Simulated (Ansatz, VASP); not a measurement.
## Two plane-wave programs on Cr

The input INCAR:

```
PREC = Accurate
ENCUT = 520
EDIFF = 1E-6
ISMEAR = -1
SIGMA = 0.05
LREAL = F
LASPH = T
NELM = 150
ALGO = Normal
ISIF = 2
LWAVE = F
LCHARG = F
ISPIN = 2
MAGMOM = 3.75 3.75
LORBIT = 11
NUPDOWN = 7.5
LMAXMIX = 4
GGA = PE
NBANDS = 23
```

The input KPOINTS:

```
Automatic mesh
0
Gamma
  11 11 6
```

File POSCAR:

```
Cr
1.0
    1.1470505050     -2.4670251200      0.0000000000
    1.1470505050      2.4670251200      0.0000000000
    0.0000000000      0.0000000000      4.0643107400
Cr
2
Direct
    0.8705325800      0.1294674200      0.7500000000
    0.1294674200      0.8705325800      0.2500000000
```

File input.yaml:

```yaml
crystal:
  lattice:
    - [1.147050505, -2.46702512, 0.0]
    - [1.147050505, 2.46702512, 0.0]
    - [0.0, 0.0, 4.06431074]
  atoms:
    - { symbol: Cr, position: [0.87053258, 0.12946742, 0.75], spin: 3.75 }
    - { symbol: Cr, position: [0.12946742, 0.87053258, 0.25], spin: 3.75 }
hamiltonian:
  xc: pbe
  pseudopotentials: { kind: paw }
magnetization:
  spin_polarized: true
  initial_magnetization: 7.5
  spin_locking: { lock_magnetization: hard }
kpoints:
  mp_grid: { grid: [11, 11, 6] }
scf:
  occupations: { method: fermi_dirac, width: 0.05 }
  lower_state_search: "off"
output:
  forces: true
  stress: true
  eigenvalues: true
```

Alike in both runs: task single point; functional PBE; k mesh 11 × 11 × 6; occupations fermi-dirac, width 0.05 eV; collinear spin; fixed moment 7.5 μB.

|  | VASP | Ansatz |
| --- | --- | --- |
| version | VASP 6.6.1 | Ansatz 0.2.0 |
| potentials or method | VASP PAW PBE potentials, release 64 (Cr_pv) | Ansatz PAW |
| plane-wave cutoff (eV) | 520 | 420 |
| valence electrons in the cell | 24 | 28 |

Ansatz gave:

```
rms of the force components (eV/Å)                            : 0.394
net moment per atom (μB)                                      : 3.75
size of the moment on the site where the two differ most (μB) : 3.06
```

Q: What did VASP give for the same quantities?

A: rms of the force components (eV/Å): 0.396; net moment per atom (μB): 3.75; size of the moment on the site where the two differ most (μB): 3.51.

Site moments also hang on the region over which each program counts them. Atom by atom the forces differ by 0.003 eV/Å (rms over components). VASP's potentials hold 24 valence electrons a cell and Ansatz's 28, so a difference there can come from the potentials and not from the codes.
